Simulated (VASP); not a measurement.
# Co (P-1) in VASP: single point with PBE

Aim: the single point of Co with PBE.

All numbers are computed with VASP 6.6.1; they aren't measurements. Logs are shortened: lines on timing, memory, paths and dates and some standing lists are left out, and cuts for length are marked.

**1. The cell of the first run**

The typed cell holds 1 atom: a = 2.425 Å, b = 2.437 Å, c = 2.401 Å, α = 107.69°, β = 110.08°, γ = 109.82°.

**2. Single point, PBE, collinear spin, ferromagnetic start**

INCAR

```
SYSTEM = Co
ALGO = Fast
EDIFF = 1E-6
ENCUT = 520
GGA = PE
ISIF = 2
ISMEAR = -1
ISPIN = 2
LASPH = .True.
LCHARG = .False.
LMAXMIX = 4
LORBIT = 11
LREAL = .False.
LWAVE = .False.
MAGMOM = 0.68
NBANDS = 14
NELM = 150
PREC = Accurate
SIGMA = 0.05
```

KPOINTS

```
k-points
0
Gamma
  13 13 13
  0 0 0
```

POSCAR

```
Co
1.0
   -1.4145745000      1.3929095500      1.3921574700
    1.4429802800     -1.3751271500      1.4027808400
    1.4112696000      1.3718222500     -1.3743750600
Co
1
Direct
    0.0000000000      0.0000000000      0.0000000000
```

Potentials or basis: VASP PAW PBE potentials, release 64 (Co).

Started as:

```
$ cat potpaw_PBE.64/Co/POTCAR > POTCAR
$ mpirun -np 1 vasp_std > vasp.out
```

OUTCAR:

```text
SYSTEM = Co
   EDIFF = 1E-6
   ENCUT = 520
   GGA = PE
   ISIF = 2
   ISMEAR = -1
   ISPIN = 2
   LASPH = .True.
   LORBIT = 11
   LREAL = .False.
   NELM = 150
   PREC = Accurate

 ion  position               nearest neighbor table
   1  0.000  0.000  0.000-

  LATTYP: Found a triclinic cell.
 ALAT       =     6.1639271409
 B/A-ratio  =     0.6337387412
 C/A-ratio  =     0.3933743782
 COS(alpha) =     0.0005142480
 COS(beta)  =     0.2599597309
 COS(gamma) =     0.9471042428

  Lattice vectors:

 A1 = (  -0.0350155800,   5.5116812000,  -2.7593734900)
 A2 = (  -0.0317106800,   2.7469494000,  -2.7771559000)
 A3 = (  -1.4145745000,   1.3929095500,   1.3921574700)

Analysis of symmetry for initial positions (statically):
=====================================================================
 Subroutine PRICEL returns:
 Original cell was already a primitive cell.

 Routine SETGRP: Setting up the symmetry group for a
 triclinic supercell.

 Subroutine GETGRP returns: Found  2 space group operations
 (whereof  2 operations were pure point group operations)
 out of a pool of  2 trial point group operations.

The static configuration has the point symmetry S_2 .

Analysis of symmetry for dynamics (positions and initial velocities):
=====================================================================
 Subroutine PRICEL returns:
 Original cell was already a primitive cell.

 Routine SETGRP: Setting up the symmetry group for a
 triclinic supercell.

 Subroutine GETGRP returns: Found  2 space group operations
 (whereof  2 operations were pure point group operations)
 out of a pool of  2 trial point group operations.

The dynamic configuration has the point symmetry S_2 .

Analysis of structural, dynamic, and magnetic symmetry:
=====================================================================
 Subroutine PRICEL returns:
 Original cell was already a primitive cell.

 Routine SETGRP: Setting up the symmetry group for a
 triclinic supercell.

 Subroutine GETGRP returns: Found  2 space group operations
 (whereof  2 operations were pure point group operations)
 out of a pool of  2 trial point group operations.

The overall configuration has the point symmetry S_2 .

 Subroutine INISYM returns: Found  2 space group operations
 (whereof  2 operations are pure point group operations),
 and found     1 'primitive' translations

----------------------------------------------------------------------------------------

                                     Primitive cell

[... 119 lines left out ...]
 spin polarized calculation
 RMM-DIIS sequential band-by-band and
  energy-cutoff  :      520.00
  volume of cell :       11.03
 maximum number of plane-waves:       321
 NGX is ok and might be reduce to    18
   NGX =  9   NGY =  9   NGZ =  9

 number of electron       9.0000000 magnetization       1.6959983

 Free energy of the ion-electron system (eV)
  ---------------------------------------------------
  ext. energy  EPLUGINS =         0.00000000
  ---------------------------------------------------
  free energy    TOTEN  =        -6.95137381 eV

  energy without entropy =       -6.93788770  energy(sigma->0) =       -6.94463076

 E-fermi :  10.3782     XC(G=0): -13.3115

 val. band max:       10.3776072752   @ k =  -0.4615   0.0000   0.3846
 cond. band min:      10.3795591530   @ k =  -0.4615   0.0769   0.3846
 fundamental gap:      0.0019518778
 Fermi energy:        10.3781726797

 spin component 1

 k-point     1 :       0.0000    0.0000    0.0000
  band No.  band energies     occupation
      1       1.2044      1.00000
      2       7.2538      1.00000
      3       7.3536      1.00000
      4       7.5025      1.00000
      5       8.4179      1.00000
      6       8.4845      1.00000
      7      35.0313      0.00000
      8      35.7245      0.00000
      9      36.0155      0.00000
     10      40.4318      0.00000
     11      40.9411      0.00000
     12      41.8175      0.00000
     13      42.5315      0.00000
     14      42.6843      0.00000
[... 379 lines left out ...]
      3       6.9750      1.00000
      4       8.3474      1.00000
      5       8.7298      1.00000
      6       9.6268      1.00000
      7      23.4773      0.00000
      8      25.2848      0.00000
      9      31.3033      0.00000
     10      36.1008      0.00000
     11      40.7985      0.00000
     12      42.2982      0.00000
     13      48.0035      0.00000
     14      50.0313      0.00000

 [... further k-points ...]

 spin component 2

 k-point     1 :       0.0000    0.0000    0.0000
  band No.  band energies     occupation
      1       1.2331      1.00000
      2       8.7237      1.00000
      3       8.8539      1.00000
      4       9.0637      1.00000
      5      10.5995      0.01183
      6      10.8027      0.00021
      7      34.7780      0.00000
      8      35.4739      0.00000
      9      35.7829      0.00000
     10      40.5207      0.00000
     11      40.9806      0.00000
     12      42.6101      0.00000
     13      42.8522      0.00000
     14      43.4821      0.00000
[... 379 lines left out ...]
      3       8.2808      1.00000
      4      10.4174      0.31321
      5      10.9070      0.00003
      6      11.2344      0.00000
      7      23.9513      0.00000
      8      25.6541      0.00000
      9      31.6125      0.00000
     10      36.1438      0.00000
     11      40.9816      0.00000
     12      42.5916      0.00000
     13      48.1861      0.00000
     14      50.2296      0.00000

 [... further k-points ...]
[... 5 lines left out ...]
  --------------------------------------------------------------------------------------
  -------------------------------------------------------------------------------------
  Total        0.0561629     -0.0484945     -0.0062914      0.0266316     -0.1228684     -0.1857609
  in kB        8.1608540     -7.0465799     -0.9141850      3.8697449    -17.8536015    -26.9923042
  external PRESSURE =       0.0666964 kB  Pullay stress =       0.0000000 kB

 VOLUME and BASIS-vectors are now :
 -----------------------------------------------------------------------------
  energy-cutoff  :      520.00
  volume of cell :       11.03
      direct lattice vectors                 reciprocal lattice vectors
    -1.414574500  1.392909550  1.392157470    -0.003122163  0.359408250  0.355534697
     1.442980280 -1.375127150  1.402780840     0.346826794 -0.001864074  0.354276607
     1.411269600  1.371822250 -1.374375060     0.350832501  0.362155868 -0.005869779

 POSITION                                       TOTAL-FORCE (eV/Angst)
 -----------------------------------------------------------------------------------
      0.00000      0.00000      0.00000        -0.000000      0.000000     -0.000000
 -----------------------------------------------------------------------------------
    total drift:                                0.000000      0.000000      0.000000

  FREE ENERGIE OF THE ION-ELECTRON SYSTEM (eV)
  ---------------------------------------------------
  free  energy   TOTEN  =        -6.9513738104 eV

  energy  without entropy=       -6.9378877037  energy(sigma->0) =       -6.94463076

 total charge

# of ion       s       p       d       tot
------------------------------------------
    1        0.482   0.516   7.240   8.238

 magnetization (x)

# of ion       s       p       d       tot
------------------------------------------
    1       -0.006  -0.049   1.773   1.718
```

stdout:

```text
POSCAR found type information on POSCAR Co
 POSCAR found :  1 types and       1 ions
 scaLAPACK will be used
 LDA part: xc-table for (Slater+PW92), standard interpolation
 POSCAR, INCAR and KPOINTS ok, starting setup
 FFT: planning ... GRIDC
 FFT: planning ... GRID_SOFT
 FFT: planning ... GRID
 WAVECAR not read
 entering main loop
WARNING in EDDRMM: call to ZHEGV failed, returncode =   8  4     13
WARNING in EDDRMM: call to ZHEGV failed, returncode =   6  3     12
WARNING in EDDRMM: call to ZHEGV failed, returncode =   6  3     12
WARNING in EDDRMM: call to ZHEGV failed, returncode =   8  4     11
WARNING in EDDRMM: call to ZHEGV failed, returncode =   6  3     12
WARNING in EDDRMM: call to ZHEGV failed, returncode =   8  4      9
WARNING in EDDRMM: call to ZHEGV failed, returncode =   6  3     10
WARNING in EDDRMM: call to ZHEGV failed, returncode =   8  4     10
WARNING in EDDRMM: call to ZHEGV failed, returncode =   6  3     12
WARNING in EDDRMM: call to ZHEGV failed, returncode =   8  4     12
WARNING in EDDRMM: call to ZHEGV failed, returncode =   8  4     13
```

Run time: 3.9 min. Hardware: 1 thread of Intel Xeon Platinum 8375C at 2.90GHz (Ice Lake), shared host; peak memory 0.35 GiB.

What came out:

| Item | Value |
| --- | --- |
| Free energy | -6.9514 eV |
| Pressure | 0.0 GPa |
| Net moment | 1.70 μB per cell |
| Site moments | Co +1.72 μB |
| Valence electrons inside the program's atomic spheres | Co 8.24 |
